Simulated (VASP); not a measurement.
# NaH (Fm-3m) in VASP: settings compared, part 2 of 2

VASP 6.6.1. The steps go on from the part before.

## (4) Single point, PBE+D4

INCAR reads:

```
PREC = Accurate
ENCUT = 500
EDIFF = 1E-6
ISMEAR = 0
SIGMA = 0.01
LREAL = False
LASPH = True
NELM = 120
ALGO = Normal
ISIF = 2
LWAVE = False
LCHARG = False
GGA = PE
IVDW = 13
NBANDS = 11
GGA_COMPAT = False
```

KPOINTS reads:

```
regular mesh
0
Gamma
  6 6 6
```

POSCAR reads:

```
NaH
1.0
    0.0000000000      2.3975122873      2.3975122873
    2.3975122873      0.0000000000      2.3975122873
    2.3975122873      2.3975122873      0.0000000000
Na H
1 1
Direct
    0.0000000000      0.0000000000      0.0000000000
    0.5000000000      0.5000000000      0.5000000000
```

Potentials or basis: VASP PAW PBE potentials, release 64 (Na_pv, H).

Launch:

```
$ cat potpaw_PBE.64/Na_pv/POTCAR potpaw_PBE.64/H/POTCAR > POTCAR
$ mpirun -np 1 vasp_std > vasp.out
```

OUTCAR:

```text
PREC = Accurate
   ENCUT = 500
   EDIFF = 1E-6
   ISMEAR = 0
   LREAL = False
   LASPH = True
   NELM = 120
   ISIF = 2
   GGA = PE
   IVDW = 13

 ion  position               nearest neighbor table
   1  0.000  0.000  0.000-
   2  0.500  0.500  0.500-

  LATTYP: Found a face centered cubic cell.
 ALAT       =     4.7950245746

  Lattice vectors:

 A1 = (   0.0000000000,   2.3975122873,   2.3975122873)
 A2 = (   2.3975122873,   0.0000000000,   2.3975122873)
 A3 = (   2.3975122873,   2.3975122873,   0.0000000000)

Analysis of symmetry for initial positions (statically):
=====================================================================
 Subroutine PRICEL returns:
 Original cell was already a primitive cell.

 Routine SETGRP: Setting up the symmetry group for a
 face centered cubic supercell.

 Subroutine GETGRP returns: Found 48 space group operations
 (whereof 48 operations were pure point group operations)
 out of a pool of 48 trial point group operations.

The static configuration has the point symmetry O_h .

Analysis of symmetry for dynamics (positions and initial velocities):
=====================================================================
 Subroutine PRICEL returns:
 Original cell was already a primitive cell.

 Routine SETGRP: Setting up the symmetry group for a
 face centered cubic supercell.

 Subroutine GETGRP returns: Found 48 space group operations
 (whereof 48 operations were pure point group operations)
 out of a pool of 48 trial point group operations.

The dynamic configuration has the point symmetry O_h .

 Subroutine INISYM returns: Found 48 space group operations
 (whereof 48 operations are pure point group operations),
 and found     1 'primitive' translations

----------------------------------------------------------------------------------------

                                     Primitive cell

  volume of cell :      27.5621

  direct lattice vectors                    reciprocal lattice vectors
     0.000000000  2.397512287  2.397512287    -0.208549505  0.208549505  0.208549505
     2.397512287  0.000000000  2.397512287     0.208549505 -0.208549505  0.208549505
     2.397512287  2.397512287  0.000000000     0.208549505  0.208549505 -0.208549505

  length of vectors
     3.390594393  3.390594393  3.390594393     0.361218338  0.361218338  0.361218338

  position of ions in fractional coordinates (direct lattice)
     0.000000000  0.000000000  0.000000000
     0.500000000  0.500000000  0.500000000

  ion indices of the primitive-cell ions
   primitive index   ion index
                 1           1
                 2           2

----------------------------------------------------------------------------------------

 KPOINTS: regular mesh

Automatic generation of k-mesh.
 Grid dimensions read from file:
 generate k-points for:    6    6    6

 Generating k-lattice:

  Cartesian coordinates                     Fractional coordinates (reciprocal lattice)
    -0.034758251  0.034758251  0.034758251     0.166666667  0.000000000  0.000000000
     0.034758251 -0.034758251  0.034758251     0.000000000  0.166666667  0.000000000
     0.034758251  0.034758251 -0.034758251     0.000000000  0.000000000  0.166666667

  Length of vectors
     0.060203056  0.060203056  0.060203056

  Shift w.r.t. Gamma in fractional coordinates (k-lattice)
     0.000000000  0.000000000  0.000000000

 Subroutine IBZKPT returns following result:
 ===========================================

 Found     16 irreducible k-points:

 Following reciprocal coordinates:
            Coordinates               Weight
  0.000000  0.000000  0.000000      1.000000
  0.166667  0.000000  0.000000      8.000000
  0.333333  0.000000  0.000000      8.000000
  0.500000  0.000000  0.000000      4.000000
  0.166667  0.166667  0.000000      6.000000
  0.333333  0.166667  0.000000     24.000000
[... 8 lines left out ...]
 -0.333333  0.333333  0.166667     24.000000
 -0.333333  0.500000  0.166667     12.000000
   k-points           NKPTS =     16   k-points in BZ     NKDIM =     16   number of bands    NBANDS=     11
   number of dos      NEDOS =    301   number of ions     NIONS =      2
   total plane-waves  NPLWV =  21952
   dimension x,y,z NGX =    28 NGY =   28 NGZ =   28
   dimension x,y,z NGXF=    56 NGYF=   56 NGZF=   56
   ions per type =               1   1
   NGX,Y,Z   is equivalent  to a cutoff of  13.73, 13.73, 13.73 a.u.
   NGXF,Y,Z  is equivalent  to a cutoff of  27.46, 27.46, 27.46 a.u.
 SYSTEM =  unknown system
   PREC   = accura    normal or accurate (medium, high low for compatibility)
   ISTART =      0    job   : 0-new  1-cont  2-samecut
   ICHARG =      2    charge: 1-file 2-atom 10-const
   ISPIN  =      1    spin polarized calculation?
   LNONCOLLINEAR =      F non collinear calculations
   LSORBIT =      F    spin-orbit coupling
   LASPH  =      T    aspherical Exc in radial PAW
   ENCUT  =  500.0 eV  36.75 Ry    6.06 a.u.   6.18  6.18  6.18*2*pi/ulx,y,z
   NELM   =    120;   NELMIN=  2; NELMDL= -5     # of ELM steps
   EDIFF  = 0.1E-05   stopping-criterion for ELM
   LREAL  =      F    real-space projection
   EDIFFG = 0.1E-04   stopping-criterion for IOM
   NSW    =      0    number of steps for IOM
   IBRION =     -1    ionic relax: 0-MD 1-quasi-New 2-CG
   NFREE  =      0    steps in history (QN), initial steepest desc. (CG)
   ISIF   =      2    stress and relaxation
   ISYM   =      2    0-nonsym 1-usesym 2-fastsym
   POTIM  = 0.5000    time-step for ionic-motion
   TEBEG  =    0.0;   TEEND  =   0.0 temperature during run
   PSTRESS=    0.0 pullay stress
   NELECT =       8.0000    total number of electrons
   NUPDOWN=      -1.0000    fix difference up-down
   EMIN   =  10.00;   EMAX   =-10.00  energy-range for DOS
   EFERMI =   0.00;   METHOD = LEGACY
   ISMEAR =     0;   SIGMA  =   0.01  broadening in eV -4-tet -1-fermi 0-gaus
   EFERMI_NEDOS =   21; number of points for ismear=-14 and -15
   IALGO  =     38    algorithm
   IMIX   =      4    mixing-type and parameters
     AMIX     =   0.40;   BMIX     =  1.00
     AMIX_MAG =   1.60;   BMIX_MAG =  1.00
  volume/ion in A,a.u.               =      13.78        93.00
  Fermi-wavevector in a.u.,A,eV,Ry     =   1.083929  2.048328 15.985500  1.174901
  Thomas-Fermi vector in A             =   2.220006
   LORBIT       =      0    0 simple, 1 ext, 2 COOP (PROOUT), +10 PAW based schemes
   GGA     = PE    functional components
   LHFCALC =     F    Hartree Fock is set to
   AEXX    =    0.0000 exact exchange contribution
   IVDW    =    13    specifies the selected vdW correction
   LEPSILON=     F    determine dielectric tensor
   LRPA    =     F    only Hartree local field effects (RPA)
 non-spin polarized calculation
 Gauss-broadening in eV      SIGMA  =   0.01
  energy-cutoff  :      500.00
  volume of cell :       27.56
 maximum number of plane-waves:       725
 NGX is ok and might be reduce to    28
   NGX = 13   NGY = 13   NGZ = 13

 number of electron       7.9999992 magnetization

 Free energy of the ion-electron system (eV)
  ---------------------------------------------------
  ext. energy  EPLUGINS =         0.00000000
  ---------------------------------------------------
  free energy    TOTEN  =        -5.08616084 eV

  energy without entropy =       -5.08616084  energy(sigma->0) =       -5.08616084

 E-fermi :  -1.0214     XC(G=0):  -7.8488

 val. band max:       -1.0858143742   @ k =  -0.3333   0.5000   0.1667
 cond. band min:       2.7607042703   @ k =   0.5000   0.0000   0.0000
 fundamental gap:      3.8465186445
 Fermi energy:        -1.0214429379

 k-point     1 :       0.0000    0.0000    0.0000
  band No.  band energies     occupation
      1     -23.1001      2.00000
      2     -23.1001      2.00000
      3     -23.1001      2.00000
      4      -4.7225      2.00000
      5       9.5865      0.00000
      6      14.7380      0.00000
      7      14.7380      0.00000
      8      14.7380      0.00000
      9      15.6542      0.00000
     10      15.6542      0.00000
     11      15.6542      0.00000
[... 197 lines left out ...]
 k-point    16 :      -0.3333    0.5000    0.1667
  band No.  band energies     occupation
      1     -23.1763      2.00000
      2     -23.1483      2.00000
      3     -23.1361      2.00000
      4      -1.0858      2.00000
      5       4.2676      0.00000
      6       6.1629      0.00000
      7       7.8180      0.00000
      8      14.1108      0.00000
      9      14.2858      0.00000
     10      20.0289      0.00000
     11      20.1782      0.00000

------------------------ aborting loop because EDIFF is reached ----------------------------------------

  DFT-D4 for vdW energy calculation

  Edisp (eV):   -0.11983

  FORCE on cell =-STRESS in cart. coord.  units (eV):
  Direction    XX          YY          ZZ          XY          YZ          ZX
  --------------------------------------------------------------------------------------
  -------------------------------------------------------------------------------------
  Total      -0.01413    -0.01413    -0.01413    -0.00000    -0.00000    -0.00000
  in kB      -0.82114    -0.82114    -0.82114    -0.00000    -0.00000    -0.00000
  external pressure =       -0.82 kB  Pullay stress =        0.00 kB

 VOLUME and BASIS-vectors are now :
 -----------------------------------------------------------------------------
  energy-cutoff  :      500.00
  volume of cell :       27.56
      direct lattice vectors                 reciprocal lattice vectors
     0.000000000  2.397512287  2.397512287    -0.208549505  0.208549505  0.208549505
     2.397512287  0.000000000  2.397512287     0.208549505 -0.208549505  0.208549505
     2.397512287  2.397512287  0.000000000     0.208549505  0.208549505 -0.208549505

 POSITION                                       TOTAL-FORCE (eV/Angst)
 -----------------------------------------------------------------------------------
      0.00000      0.00000      0.00000        -0.000000      0.000000      0.000000
      2.39751      2.39751      2.39751         0.000000      0.000000     -0.000000
 -----------------------------------------------------------------------------------
    total drift:                               -0.000000     -0.000000     -0.000000

  FREE ENERGIE OF THE ION-ELECTRON SYSTEM (eV)
  ---------------------------------------------------
  free  energy   TOTEN  =        -5.2059913049 eV

  energy  without entropy=       -5.2059913049  energy(sigma->0) =       -5.20599130
```

stdout:

```text
POSCAR found type information on POSCAR NaH
 POSCAR found :  2 types and       2 ions
 scaLAPACK will be used
 LDA part: xc-table for (Slater+PW92), standard interpolation
 POSCAR, INCAR and KPOINTS ok, starting setup
 FFT: planning ... GRIDC
 FFT: planning ... GRID_SOFT
 FFT: planning ... GRID
 WAVECAR not read
 entering main loop
```

Run time: 5.7 s. Hardware: 1 thread of Intel Xeon Platinum 8375C at 2.90GHz (Ice Lake), shared host; peak memory 0.14 GiB.

Results:

| Quantity | Value |
| --- | --- |
| Free energy | -5.2060 eV |
| Pressure | -0.1 GPa |
| Band gap on the k mesh | 3.85 eV (least direct gap 4.67 eV) |
| Dispersion energy per atom | -0.060 eV |

Levels at points of the mesh, in eV from the valence-band top:
| k point | band 2 | band 3 | band 4 | band 5 | band 6 | band 7 |
| --- | --- | --- | --- | --- | --- | --- |
| (0.00, 0.00, 0.00) | -22.01 | -22.01 | -3.64 | 10.67 | 15.82 | 15.82 |
| (0.50, 0.00, 0.00) | -22.03 | -22.03 | -0.82 | 3.85 | 10.99 | 13.58 |
| (0.50, 0.50, 0.00) | -22.05 | -22.05 | -0.13 | 4.73 | 10.17 | 10.87 |

A k mesh can miss the band edges.

## (5) Single point, PBE

INCAR: that of step 4 with these lines changed.

```diff
@@ -3,4 +3,4 @@
 EDIFF = 1E-6
-ISMEAR = 0
-SIGMA = 0.01
+ISMEAR = 1
+SIGMA = 0.5
 LREAL = False
@@ -13,3 +13,2 @@
 GGA = PE
-IVDW = 13
 NBANDS = 11
```

KPOINTS reads:

```
Automatic mesh
0
Gamma
  6 6 6
```

POSCAR is that of step 4.

Launch:

```
$ cat potpaw_PBE.64/Na_pv/POTCAR potpaw_PBE.64/H/POTCAR > POTCAR
$ mpirun -np 1 vasp_std > vasp.out
```

It took 5.4 s on 1 thread of Intel Xeon Platinum 8375C at 2.90GHz (Ice Lake), shared host; peak memory 0.14 GiB.

Results (log left out):

```
Free energy            : -5.0783 eV
Pressure               : 0.5 GPa
Band gap on the k mesh : 3.85 eV (least direct gap 4.67 eV)
```

Levels at points of the mesh, in eV from the valence-band top:
```
           k point  band 1  band 2  band 3  band 4  band 5  band 6  band 7  band 8  band 9
(0.00, 0.00, 0.00)  -22.01  -22.01  -22.01   -3.64   10.67   15.83   15.83   15.83   16.74
(0.50, 0.00, 0.00)  -22.11  -22.02  -22.02   -0.82    3.85   10.99   13.58   13.58   16.67
(0.50, 0.50, 0.00)  -22.10  -22.04  -22.04   -0.13    4.73   10.17   10.87   10.87   12.06
```

## (6) Single point, r2SCAN

POSCAR is that of step 5.

INCAR.step1 reads:

```
SYSTEM = NaH
  PREC = Accurate
  ENCUT = 550
  ISMEAR = 0
  SIGMA = 0.01
  LREAL = .False.
  LASPH = .True.
  NELM = 120
  NBANDS = 11
  GGA = PE
  ALGO = Normal
  EDIFF = 1E-5
  LWAVE = .True.
  LCHARG = .False.
  GGA_COMPAT = .False.
```

INCAR.step2 reads:

```
SYSTEM = NaH
  PREC = Accurate
  ENCUT = 550
  EDIFF = 1E-6
  ISMEAR = 0
  SIGMA = 0.01
  LREAL = .False.
  LASPH = .True.
  NELM = 120
  ALGO = Normal
  ISIF = 2
  LWAVE = .False.
  LCHARG = .False.
  METAGGA = R2SCAN
  LMIXTAU = .True.
  NBANDS = 11
  ISTART = 1
  GGA_COMPAT = .False.
```

KPOINTS reads:

```
Automatic mesh
0
Gamma
  6 6 6
  0 0 0
```

Potentials or basis: VASP PAW PBE potentials, release 64 (Na_pv, H).

Launch:

```
$ cat potpaw_PBE.64/Na_pv/POTCAR potpaw_PBE.64/H/POTCAR > POTCAR
$ cp INCAR.step1 INCAR
$ mpirun -np 1 vasp_std > vasp.out
$ cp INCAR.step2 INCAR
$ mpirun -np 1 vasp_std > vasp.out
```

It took 19 s on 1 thread of Intel Xeon Platinum 8375C at 2.90GHz (Ice Lake), shared host; peak memory 0.15 GiB.

Results (log left out):

| Item | Value |
| --- | --- |
| Free energy | -7.6032 eV |
| Pressure | -0.3 GPa |
| Band gap on the k mesh | 4.46 eV (least direct gap 5.26 eV) |

Levels at points of the mesh, in eV from the valence-band top:
| k point | band 1 | band 2 | band 3 | band 4 | band 5 | band 6 | band 7 | band 8 |
| --- | --- | --- | --- | --- | --- | --- | --- | --- |
| (0.00, 0.00, 0.00) | -22.81 | -22.81 | -22.81 | -3.57 | 11.70 | 16.57 | 16.57 | 16.57 |
| (0.50, 0.00, 0.00) | -22.91 | -22.82 | -22.82 | -0.80 | 4.46 | 11.90 | 14.10 | 14.10 |
| (0.50, 0.50, 0.00) | -22.90 | -22.84 | -22.84 | -0.13 | 5.29 | 10.84 | 11.58 | 11.58 |

Caveat: the PAW data sets were made with another functional, which shifts forces and pressure a little.

## (7) Summary

| level | k mesh | cutoff (eV) | smearing | grid for exact exchange (PRECFOCK) | share of exact exchange | screening parameter | gap on the mesh (eV) | pressure (GPa) |
| --- | --- | --- | --- | --- | --- | --- | --- | --- |
| PBE | 6 × 6 × 6 | 520 | gaussian 0.01 eV | - | - | - | 3.85 | 0.5 |
| HSE06 | 4 × 4 × 4 | 520 | gaussian 0.01 eV | Normal | 0.25 | 0.2079 1/Å | 4.85 | 0.2 |
| PBE+D4 | 6 × 6 × 6 | 500 | gaussian 0.01 eV | - | - | - | 3.85 | -0.1 |
| PBE | 6 × 6 × 6 | 500 | methfessel-paxton 0.5 eV | - | - | - | 3.85 | 0.5 |
| r2SCAN | 6 × 6 × 6 | 550 | gaussian 0.01 eV | - | - | - | 4.46 | -0.3 |

Alike in all rows: task single point; potentials or basis VASP PAW PBE potentials, release 64 (Na_pv, H); no spin polarisation; cell as given.

Caveats: some runs use coarse meshes; the PAW data sets were made with another functional, which shifts forces and pressure a little (at least some runs).

Absolute energies hang on the potentials; compare differences alone.
